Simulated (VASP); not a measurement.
# AlN (P6_3mc) in VASP: a series of runs

AlN is run at these levels: PBE+D3(BJ), revPBE+D3(BJ), r2SCAN+rVV10; tasks: relaxation of cell and atoms.

Program: VASP 6.6.1. These are calculated values, not measurements. Logs are shortened: lines on timing, memory, paths and dates and some standing lists are left out, and cuts for length are marked.

## (1) The cell of the first run

Symmetry: P6_3mc, No. 186, hexagonal system. The conventional cell has a = 3.113 Å, b = 3.113 Å, c = 4.981 Å, α = 90.00°, β = 90.00°, γ = 120.00°. Within 2.5 Å of Al (site symmetry 3m) lie 4 N at 1.89 Å. Within 2.5 Å of N (site symmetry 3m) lie 4 Al at 1.89 Å.

## (2) Relaxation of cell and atoms, PBE+D3(BJ)

INCAR reads:

```
  PREC = Accurate
  ENCUT = 600
  EDIFF = 1E-7
  ISMEAR = 1
  SIGMA = 0.1
  LREAL = False
  LASPH = True
  NELM = 100
  ALGO = Normal
  ISIF = 3
  LWAVE = False
  LCHARG = False
  GGA = PE
  IVDW = 12
  IBRION = 2
  NSW = 80
  EDIFFG = -0.03
```

KPOINTS reads:

```
regular mesh
0
Gamma
  12 12 4
```

POSCAR reads:

```
AlN
1.0
    3.1130000000      0.0000000000      0.0000000000
   -1.5565000000      2.6959370000      0.0000000000
    0.0000000000      0.0000000000      4.9810000000
Al N
2 2
Direct
    0.3333333333      0.6666666667      0.0000000000
    0.6666666667      0.3333333333      0.5000000000
    0.3333333333      0.6666666667      0.3800000000
    0.6666666667      0.3333333333      0.8800000000
```

Potentials or basis: VASP PAW PBE potentials, release 64 (Al, N).

Command:

```console
> cat potpaw_PBE.64/Al/POTCAR potpaw_PBE.64/N/POTCAR > POTCAR
> mpirun -np 1 vasp_std > vasp.out
```

OUTCAR:

```text
PREC = Accurate
   ENCUT = 600
   EDIFF = 1E-7
   ISMEAR = 1
   LREAL = False
   LASPH = True
   NELM = 100
   ISIF = 3
   GGA = PE
   IVDW = 12
   IBRION = 2
   NSW = 80
   EDIFFG = -0.03
 IVDW          = 12

 ion  position               nearest neighbor table
   1  0.333  0.667  0.000-   3 1.89   4 1.89   4 1.89   4 1.89   2 3.07   2 3.07   2 3.07   2 3.07
                             2 3.07   2 3.07
   2  0.667  0.333  0.500-   4 1.89   3 1.89   3 1.89   3 1.89   1 3.07   1 3.07   1 3.07   1 3.07
                             1 3.07   1 3.07
   3  0.333  0.667  0.380-   1 1.89   2 1.89   2 1.89   2 1.89
   4  0.667  0.333  0.880-   2 1.89   1 1.89   1 1.89   1 1.89

  LATTYP: Found a hexagonal cell.
 ALAT       =     3.1130000000
 C/A-ratio  =     1.6000642467

  Lattice vectors:

 A1 = (   3.1130000000,   0.0000000000,   0.0000000000)
 A2 = (  -1.5565000000,   2.6959370000,   0.0000000000)
 A3 = (   0.0000000000,   0.0000000000,   4.9810000000)

Analysis of symmetry for initial positions (statically):
=====================================================================
 Subroutine PRICEL returns:
 Original cell was already a primitive cell.

 Routine SETGRP: Setting up the symmetry group for a
 hexagonal supercell.

 Subroutine GETGRP returns: Found 12 space group operations
 (whereof  6 operations were pure point group operations)
 out of a pool of 24 trial point group operations.

The static configuration has the point symmetry C_3v.
 The point group associated with its full space group is C_6v.

Analysis of symmetry for dynamics (positions and initial velocities):
=====================================================================
 Subroutine PRICEL returns:
 Original cell was already a primitive cell.

 Routine SETGRP: Setting up the symmetry group for a
 hexagonal supercell.

 Subroutine GETGRP returns: Found 12 space group operations
 (whereof  6 operations were pure point group operations)
 out of a pool of 24 trial point group operations.

The dynamic configuration has the point symmetry C_3v.
 The point group associated with its full space group is C_6v.

 Subroutine INISYM returns: Found 12 space group operations
 (whereof  6 operations are pure point group operations),
 and found     1 'primitive' translations

----------------------------------------------------------------------------------------

                                     Primitive cell

  volume of cell :      41.8028

  direct lattice vectors                    reciprocal lattice vectors
     3.113000000  0.000000000  0.000000000     0.321233537  0.185464275  0.000000000
    -1.556500000  2.695937000  0.000000000     0.000000000  0.370928549  0.000000000
     0.000000000  0.000000000  4.981000000     0.000000000  0.000000000  0.200762899

  length of vectors
     3.113000000  3.112999929  4.981000000     0.370928541  0.370928549  0.200762899

  position of ions in fractional coordinates (direct lattice)
     0.333333333  0.666666667  0.000000000
     0.666666667  0.333333333  0.500000000
     0.333333333  0.666666667  0.380000000
     0.666666667  0.333333333  0.880000000

  ion indices of the primitive-cell ions
   primitive index   ion index
                 1           1
                 2           2
                 3           3
                 4           4

----------------------------------------------------------------------------------------

 KPOINTS: regular mesh

Automatic generation of k-mesh.
 Grid dimensions read from file:
 generate k-points for:   12   12    4

 Generating k-lattice:

  Cartesian coordinates                     Fractional coordinates (reciprocal lattice)
     0.026769461  0.015455356  0.000000000     0.083333333  0.000000000  0.000000000
     0.000000000  0.030910712  0.000000000     0.000000000  0.083333333  0.000000000
     0.000000000  0.000000000  0.050190725     0.000000000  0.000000000  0.250000000

  Length of vectors
     0.030910712  0.030910712  0.050190725

  Shift w.r.t. Gamma in fractional coordinates (k-lattice)
     0.000000000  0.000000000  0.000000000

 Subroutine IBZKPT returns following result:
 ===========================================

 Found     57 irreducible k-points:

 Following reciprocal coordinates:
            Coordinates               Weight
  0.000000  0.000000  0.000000      1.000000
  0.083333 -0.000000  0.000000      6.000000
  0.166667 -0.000000  0.000000      6.000000
  0.250000  0.000000  0.000000      6.000000
  0.333333 -0.000000  0.000000      6.000000
  0.416667  0.000000  0.000000      6.000000
[... 16 lines left out ...]
  0.250000  0.000000  0.250000     12.000000
  0.333333 -0.000000  0.250000     12.000000
 [... further k-points ...]
   k-points           NKPTS =     57   k-points in BZ     NKDIM =     57   number of bands    NBANDS=     12
   number of dos      NEDOS =    301   number of ions     NIONS =      4
   total plane-waves  NPLWV =  31360
   dimension x,y,z NGX =    28 NGY =   28 NGZ =   40
   dimension x,y,z NGXF=    56 NGYF=   56 NGZF=   80
   ions per type =               2   2
   NGX,Y,Z   is equivalent  to a cutoff of  14.95, 14.95, 13.35 a.u.
   NGXF,Y,Z  is equivalent  to a cutoff of  29.91, 29.91, 26.70 a.u.
 SYSTEM =  unknown system
   PREC   = accura    normal or accurate (medium, high low for compatibility)
   ISTART =      0    job   : 0-new  1-cont  2-samecut
   ICHARG =      2    charge: 1-file 2-atom 10-const
   ISPIN  =      1    spin polarized calculation?
   LNONCOLLINEAR =      F non collinear calculations
   LSORBIT =      F    spin-orbit coupling
   LASPH  =      T    aspherical Exc in radial PAW
   ENCUT  =  600.0 eV  44.10 Ry    6.64 a.u.   6.22  6.22  9.95*2*pi/ulx,y,z
   NELM   =    100;   NELMIN=  2; NELMDL= -5     # of ELM steps
   EDIFF  = 0.1E-06   stopping-criterion for ELM
   LREAL  =      F    real-space projection
   EDIFFG = -.3E-01   stopping-criterion for IOM
   NSW    =     80    number of steps for IOM
   IBRION =      2    ionic relax: 0-MD 1-quasi-New 2-CG
   NFREE  =      1    steps in history (QN), initial steepest desc. (CG)
   ISIF   =      3    stress and relaxation
   ISYM   =      2    0-nonsym 1-usesym 2-fastsym
   POTIM  = 0.5000    time-step for ionic-motion
   TEBEG  =    0.0;   TEEND  =   0.0 temperature during run
   PSTRESS=    0.0 pullay stress
   NELECT =      16.0000    total number of electrons
   NUPDOWN=      -1.0000    fix difference up-down
   EMIN   =  10.00;   EMAX   =-10.00  energy-range for DOS
   EFERMI =   0.00;   METHOD = LEGACY
   ISMEAR =     1;   SIGMA  =   0.10  broadening in eV -4-tet -1-fermi 0-gaus
   EFERMI_NEDOS =   21; number of points for ismear=-14 and -15
   IALGO  =     38    algorithm
   IMIX   =      4    mixing-type and parameters
     AMIX     =   0.40;   BMIX     =  1.00
     AMIX_MAG =   1.60;   BMIX_MAG =  1.00
  volume/ion in A,a.u.               =      10.45        70.52
  Fermi-wavevector in a.u.,A,eV,Ry     =   1.188629  2.246183 19.222843  1.412839
  Thomas-Fermi vector in A             =   2.324754
   LORBIT       =      0    0 simple, 1 ext, 2 COOP (PROOUT), +10 PAW based schemes
   GGA     = PE    functional components
   LHFCALC =     F    Hartree Fock is set to
   AEXX    =    0.0000 exact exchange contribution
   IVDW    =    12    specifies the selected vdW correction
   LEPSILON=     F    determine dielectric tensor
   LRPA    =     F    only Hartree local field effects (RPA)
 conjugate gradient relaxation of ions
 non-spin polarized calculation
 Methfessel and Paxton  Order N= 1 SIGMA  =   0.10
  energy-cutoff  :      600.00
  volume of cell :       41.80
 maximum number of plane-waves:      1412
 NGX is ok and might be reduce to    28
   NGX = 13   NGY = 13   NGZ = 19

--------------------------------------- Ionic step        1  -------------------------------------------

 number of electron      16.0000000 magnetization

 Free energy of the ion-electron system (eV)
  ---------------------------------------------------
  ext. energy  EPLUGINS =         0.00000000
  ---------------------------------------------------
  free energy    TOTEN  =       -29.77427790 eV

  energy without entropy =      -29.77443016  energy(sigma->0) =      -29.77432865

------------------------ aborting loop because EDIFF is reached ----------------------------------------

 Edisp (eV)   -1.07330

 E8    (eV) :    -0.4192

  FORCE on cell =-STRESS in cart. coord.  units (eV):
  Direction    XX          YY          ZZ          XY          YZ          ZX
  --------------------------------------------------------------------------------------
  -------------------------------------------------------------------------------------
  Total      -0.38592    -0.38592     0.05540     0.00000     0.00000     0.00000
  in kB     -14.79122   -14.79122     2.12339     0.00000     0.00000     0.00000
  external pressure =       -9.15 kB  Pullay stress =        0.00 kB
[... 65 lines left out ...]
  energy  without entropy=      -30.8479845821  energy(sigma->0) =      -30.84788786

--------------------------------------- Ionic step        3  -------------------------------------------

 number of electron      15.9999999 magnetization

 Free energy of the ion-electron system (eV)
  ---------------------------------------------------
  ext. energy  EPLUGINS =         0.00000000
  ---------------------------------------------------
  free energy    TOTEN  =       -29.77104189 eV

  energy without entropy =      -29.77118870  energy(sigma->0) =      -29.77109083

 E-fermi :   6.2234     XC(G=0): -10.9268

 val. band max:        6.1766445309   @ k =   0.0000   0.0000   0.0000
 cond. band min:      10.4270813394   @ k =   0.0000   0.0000   0.0000
 fundamental gap:      4.2504368085
 Fermi energy:         6.2234240378

 k-point     1 :       0.0000    0.0000    0.0000
  band No.  band energies     occupation
      1      -9.0218      2.00000
      2      -6.8723      2.00000
      3       0.1709      2.00000
      4       5.3329      2.00000
      5       5.3329      2.00000
      6       5.9784      2.00289
      7       5.9784      2.00289
      8       6.1766      1.70380
      9      10.4271      0.00000
     10      12.8993      0.00000
     11      16.8179      0.00000
     12      17.3863      0.00000
[... 331 lines left out ...]
 k-point    24 :       0.3333   -0.0000    0.2500
  band No.  band energies     occupation
      1      -7.5908      2.00000
      2      -6.5859      2.00000
      3       1.1819      2.00000
      4       2.1274      2.00000
      5       3.1759      2.00000
      6       4.5094      2.00000
      7       5.3838      2.00000
      8       5.4124      2.00000
      9      11.8447      0.00000
     10      12.8248      0.00000
     11      14.9941      0.00000
     12      16.3431      0.00000

 [... further k-points ...]

------------------------ aborting loop because EDIFF is reached ----------------------------------------

 Edisp (eV)   -1.07832

 E8    (eV) :    -0.4211

  FORCE on cell =-STRESS in cart. coord.  units (eV):
  Direction    XX          YY          ZZ          XY          YZ          ZX
  --------------------------------------------------------------------------------------
  -------------------------------------------------------------------------------------
  Total       0.02819     0.02819    -0.07787     0.00000    -0.00000    -0.00000
  in kB       1.08526     1.08526    -2.99813     0.00000    -0.00000    -0.00000
  external pressure =       -0.28 kB  Pullay stress =        0.00 kB
[... 19 lines left out ...]
  FREE ENERGIE OF THE ION-ELECTRON SYSTEM (eV)
  ---------------------------------------------------
  free  energy   TOTEN  =       -30.8493631885 eV

  energy  without entropy=      -30.8495099901  energy(sigma->0) =      -30.84941212

 reached required accuracy - stopping structural energy minimisation
```

Run time: 40 s. Hardware: 1 thread of Intel Xeon Platinum 8488C (Sapphire Rapids), shared host; peak memory 0.2 GiB.

What came out:

| Item | Value |
| --- | --- |
| Free energy | -30.8494 eV |
| Relaxed volume | 10.40 Å³/atom |
| Relaxed cell | a = 3.105 Å, b = 3.105 Å, c = 4.983 Å, α = 90.00°, β = 90.00°, γ = 120.00° |
| Space group after relaxing (to 0.05 Å) | P6_3mc (No. 186) |
| Energy gained by relaxing | 0.4 meV/atom |
| Ionic steps | 3 |
| Pressure after relaxing | 0.0 GPa |
| Largest force after relaxing | 0.012 eV/Å |
| Band gap on the k mesh | 4.25 eV, direct |
| Dispersion energy per atom | -0.270 eV |

Forces in eV/Å, atoms in the order of the input:
```
Al   0.000  0.000 -0.012
Al   0.000  0.000 -0.012
N    0.000  0.000  0.012
N    0.000  0.000  0.012
```

Stress tensor (GPa, compression positive):
```
 0.11  0.00  0.00
 0.00  0.11  0.00
 0.00  0.00 -0.30
```

Step by step:
```tsv
step	energy change (eV)	largest force (eV/Å)	pressure (GPa)	volume (Å³)
1	0.0000	0.1283	-0.92	41.80
2	-0.0003	0.0926	0.84	41.44
3	-0.0018	0.0123	-0.03	41.61
```

Final structure:
```cif
data_structure
_symmetry_space_group_name_H-M 'P 1'
_symmetry_Int_Tables_number 1
_cell_length_a 3.1055
_cell_length_b 3.1055
_cell_length_c 4.9827
_cell_angle_alpha 90.000
_cell_angle_beta 90.000
_cell_angle_gamma 120.000
_cell_volume 41.61
loop_
_atom_site_label
_atom_site_type_symbol
_atom_site_fract_x
_atom_site_fract_y
_atom_site_fract_z
_atom_site_occupancy
Al1 Al 0.33333 0.66667 0.99935 1
Al2 Al 0.66667 0.33333 0.49935 1
N1 N 0.33333 0.66667 0.38065 1
N2 N 0.66667 0.33333 0.88065 1
```

Levels at points of the mesh, in eV from the valence-band top:
```csv
k point,band 4,band 5,band 6,band 7,band 8,band 9,band 10,band 11,band 12
"(0.00, 0.00, 0.00)",-0.84,-0.84,-0.20,-0.20,0.00,4.25,6.72,10.64,11.21
"(0.50, 0.00, 0.00)",-4.17,-3.34,-2.07,-1.77,-0.68,5.81,5.85,8.23,10.32
"(0.00, 0.00, 0.50)",-3.34,-0.53,-0.53,-0.53,-0.53,6.52,6.52,10.36,10.36
"(0.50, 0.00, 0.50)",-5.60,-1.45,-1.45,-1.36,-1.36,5.33,5.33,9.29,9.29
```

A k mesh can miss the band edges. Expect the measured gap to be larger: semilocal functionals such as PBE lack the derivative discontinuity.

(Continued in part 2 of 2.)
